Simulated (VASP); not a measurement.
Wanted: the native input for a VASP 6.6.1 run.

```yaml
Task: relaxation of cell and atoms
Functional: RPBE
Potentials_or_basis: VASP PAW PBE potentials, release 64 (Rh_pv)
Cutoff: 600 eV
k_mesh: 13 × 13 × 13
Occupations: fermi-dirac, width 0.1 eV
Spin: no spin polarisation
Dipole_correction: no
Further_INCAR_settings: ALGO = Normal; EDIFF = 1e-07; IBRION = 2; EDIFFG = -0.01; NSW = 80; ISIF = 3
```

The structure of Rh lies in POSCAR:

```
Rh
1.0
    2.4580591709      0.0000000000      0.0000000000
    0.0000000000      2.4580591709      0.0000000000
    0.0000000000      0.0000000000      2.4580591709
Rh
1
Direct
    0.0000000000      0.0000000000      0.0000000000
```

These files were run (other wordings do the same):

INCAR

```
SYSTEM = Rh
PREC = Accurate ; ENCUT = 600
EDIFF = 1E-7 ; ISMEAR = -1
SIGMA = 0.1 ; LREAL = .False.
LASPH = .True. ; NELM = 80
ALGO = Normal ; ISIF = 3
LWAVE = .False. ; LCHARG = .False.
GGA = RP ; IBRION = 2
NSW = 80 ; EDIFFG = -0.01
```

KPOINTS

```
Automatic mesh
0
Gamma
  13 13 13
  0 0 0
```

Potentials or basis: VASP PAW PBE potentials, release 64 (Rh_pv).

Launch:

```console
$ cat potpaw_PBE.64/Rh_pv/POTCAR > POTCAR
$ mpirun -np 1 vasp_std > vasp.out
```

Results of the run:

| Item | Value |
| --- | --- |
| Relaxed volume | 16.69 Å³/atom |
| Relaxed cell | a = 2.556 Å, b = 2.556 Å, c = 2.556 Å, α = 90.00°, β = 90.00°, γ = 90.00° |
| Space group after relaxing (to 0.05 Å) | Pm-3m (No. 221) |
| Energy gained by relaxing | 134.8 meV/atom |
| Ionic steps | 17 |
| Pressure after relaxing | 0.1 GPa |

Caveat: the PAW data sets were made with another functional, which shifts forces and pressure a little.

Wall time 38 s on 1 thread of AMD EPYC 9R45 96-Core Processor (Zen 5) (shared host), peak memory 0.11 GiB.
